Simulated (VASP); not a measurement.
Write the native input for VASP 6.6.1 that does the following.

```
Task                   : relaxation of cell and atoms
Functional             : PBE
Potentials or basis    : VASP PAW PBE potentials, release 64 (Hf_pv, C)
Cutoff                 : 600 eV
k mesh                 : 18 × 18 × 8
Occupations            : gaussian, width 0.1 eV
Spin                   : no spin polarisation
Dipole correction      : no
Further INCAR settings : ALGO = Normal; EDIFF = 1e-06; IBRION = 2; EDIFFG = -0.01; NSW = 100; ISIF = 3
```

The structure of Hf2C lies in POSCAR:

```
Hf2C
1.0
    3.2091423365      0.0000000000      0.0000000000
   -1.6045711683      2.7791987878      0.0000000000
    0.0000000000      0.0000000000      5.6536489951
Hf C
2 1
Direct
    0.0000000000      0.0000000000      0.7548179717
    0.0000000000      0.0000000000      0.2451820283
    0.3333333333      0.6666666667      0.0000000000
```

The input as run:

INCAR

```
  ALGO = Normal
  EDIFF = 1E-6
  EDIFFG = -0.01
  ENCUT = 600
  GGA = PE
  IBRION = 2
  ISIF = 3
  ISMEAR = 0
  LASPH = True
  LCHARG = False
  LREAL = False
  LWAVE = False
  NELM = 80
  NSW = 100
  PREC = Accurate
  SIGMA = 0.1
```

KPOINTS

```
k-points
0
Gamma
  18 18 8
```

Potentials or basis: VASP PAW PBE potentials, release 64 (Hf_pv, C).

The run is started by

```console
$ cat potpaw_PBE.64/Hf_pv/POTCAR potpaw_PBE.64/C/POTCAR > POTCAR
$ mpirun -np 1 vasp_std > vasp.out
```

Results of the run:

* Relaxed volume: 16.81 Å³/atom
* Relaxed cell: a = 3.202 Å, b = 3.202 Å, c = 5.681 Å, α = 90.00°, β = 90.00°, γ = 120.00°
* Space group after relaxing (to 0.05 Å): P-6m2 (No. 187)
* Energy gained by relaxing: 0.9 meV/atom
* Ionic steps: 6
* Pressure after relaxing: 0.0 GPa
* Largest force after relaxing: 0.007 eV/Å
* Band gap on the k mesh: zero (band 12 reaches 5.39 eV, above the bottom of band 13 at 5.08 eV)

Caveat: spin-orbit coupling is left out, which moves the levels of the heavy elements.

Run time: 4.6 min on 1 thread of AMD EPYC 9R45 96-Core Processor (Zen 5), on a shared host, peak memory 0.31 GiB.
